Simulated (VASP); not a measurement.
## SnO2: single point with r2SCAN

SnO2:

```xyz
6
Lattice="4.7880 0.0000 0.0000 0.0000 4.8666 0.0000 0.0000 0.0000 3.2409" Properties=species:S:1:pos:R:3 pbc="T T T"
Sn    2.3940    2.4333    1.6204
Sn    0.0000    0.0000    0.0000
O     1.3108    1.4758   -0.0866
O     3.7914    0.8709    1.6204
O     0.9966    3.9957    1.6204
O     3.3906    3.3042    0.0000
```

This cell differs from its parent crystal: atom 3 (O) moved -0.150 Å along Cartesian [1 1 1].

```
Program             : VASP 6.6.1
Task                : single point
Functional          : r2SCAN
Potentials or basis : VASP PAW PBE potentials, release 64 (Sn_d, O)
Cutoff              : 520 eV
k mesh              : 6 × 6 × 8
Occupations         : gaussian, width 0.05 eV
Spin                : no spin polarisation
```

```yaml
Pressure: -6.9 GPa
Largest_force: 2.754 eV/Å
Band_gap_on_the_k_mesh: 1.31 eV
```

Forces on the atoms (eV/Å):
```
Sn  -0.492 -0.476 -0.335
Sn  -0.679 -0.716  0.012
O    1.939  1.855  0.622
O   -0.274  0.111 -0.158
O   -0.016 -0.489 -0.154
O   -0.479 -0.285  0.014
```

Stress tensor (GPa, compression positive):
```
-6.55  1.59 -0.32
 1.59 -5.91 -0.11
-0.32 -0.11 -8.28
```

Levels at points of the mesh, in eV from the valence-band top:
| k point | band 24 | band 25 | band 26 | band 27 | band 28 | band 29 |
| --- | --- | --- | --- | --- | --- | --- |
| (0.00, 0.00, 0.00) | -0.66 | -0.65 | 0.00 | 1.31 | 6.59 | 6.77 |
| (0.50, 0.00, 0.00) | -1.07 | -0.54 | -0.36 | 4.27 | 4.70 | 7.37 |
| (0.00, 0.50, 0.00) | -1.05 | -0.64 | -0.45 | 4.42 | 4.85 | 7.84 |
| (0.50, 0.50, 0.00) | -1.21 | -0.86 | -0.71 | 4.77 | 5.40 | 7.88 |
| (0.00, 0.00, 0.50) | -1.46 | -1.07 | -1.05 | 5.84 | 6.68 | 9.74 |
| (0.50, 0.00, 0.50) | -0.84 | -0.74 | -0.67 | 6.13 | 6.99 | 8.41 |
| (0.00, 0.50, 0.50) | -1.04 | -0.64 | -0.56 | 6.03 | 6.90 | 8.20 |
| (0.50, 0.50, 0.50) | -0.76 | -0.71 | -0.68 | 4.60 | 5.18 | 9.44 |

It took 5.7 min on 1 thread of Intel(R) Xeon(R) 6975P-C (Granite Rapids), on a shared host, peak memory 0.39 GiB.

Caveat: the cell differs from its parent crystal (atom 3 (O) moved -0.150 Å along Cartesian [1 1 1]); the cell stands under tension; the PAW data sets were made with another functional, which shifts forces and pressure a little; spin-orbit coupling is left out, which moves the levels of the heavy elements.
